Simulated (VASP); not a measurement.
Zr, 1 atom in the cell. It takes space group Fm-3m (No. 225, cubic). The conventional cell has a = 4.620 Å, b = 4.620 Å, c = 4.620 Å, α = 90.00°, β = 90.00°, γ = 90.00°. Zr (site symmetry m-3m) has 12 Zr at 3.27 Å within 4.3 Å. This isn't the form of Zr at room conditions, which is hcp.

- Program: VASP 6.6.1
- Task: single point
- Functional: PBE
- Potentials or basis: VASP PAW PBE potentials, release 64 (Zr_sv)
- Cutoff: 500 eV
- k mesh: 9 × 9 × 9
- Occupations: gaussian, width 0.1 eV
- Spin: no spin polarisation
- Dipole correction: no
- Further INCAR settings: ALGO = Normal; EDIFF = 1e-06; NBANDS = 12

Potentials or basis: VASP PAW PBE potentials, release 64 (Zr_sv).

Command:

```console
$ cat potpaw_PBE.64/Zr_sv/POTCAR > POTCAR
$ mpirun -np 1 vasp_std > vasp.out
```

Hardware: 1 thread of Intel(R) Xeon(R) Platinum 8375C CPU @ 2.90GHz (Ice Lake) (shared host).

Question: Estimate the wall time of this run.

Answer: Wall time 12 s on 1 thread of Intel(R) Xeon(R) Platinum 8375C CPU @ 2.90GHz (Ice Lake) (shared host), peak memory 0.14 GiB. Counts: scf iterations 12, k points 35.
